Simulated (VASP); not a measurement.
## Sr: single point with PBE

The system is Sr, a sheet with vacuum.

```xyz
2
Lattice="4.3100 0.0000 0.0000 -2.1550 3.7326 0.0000 0.0000 0.0000 18.0000" Properties=species:S:1:pos:R:3 pbc="T T T"
Sr    0.0000    2.4884    7.2375
Sr    2.1550    1.2442   10.7625
```

| Item | Value |
| --- | --- |
| Program | VASP 6.6.1 |
| Task | single point |
| Functional | PBE |
| Potentials or basis | VASP PAW PBE potentials, release 64 (Sr_sv) |
| Cutoff | 400 eV |
| k mesh | 6 × 6 × 1 |
| Occupations | gaussian, width 0.1 eV |
| Spin | no spin polarisation |
| Dipole correction | yes |
| Further INCAR settings | ALGO = Normal; EDIFF = 1e-06; NBANDS = 17; NELMDL = -8 |

The largest force is 0.185 eV/Å and the band gap on the k mesh is zero (bands 10 and 11 overlap by 0.01 eV).

Forces in eV/Å, atoms in the order of the input:
```
Sr   0.000  0.000  0.185
Sr   0.000  0.000 -0.185
```

Levels at points of the mesh, in eV from the Fermi level:
| k point | band 8 | band 9 | band 10 | band 11 | band 12 | band 13 |
| --- | --- | --- | --- | --- | --- | --- |
| (0.00, 0.00, 0.00) | -18.87 | -3.25 | -2.11 | 0.01 | 0.55 | 1.40 |
| (0.50, 0.00, 0.00) | -18.90 | -0.87 | -0.60 | 0.19 | 0.57 | 0.59 |

Wall time 64 s on 1 thread of Intel Xeon 8259CL (shared host), peak memory 0.27 GiB.
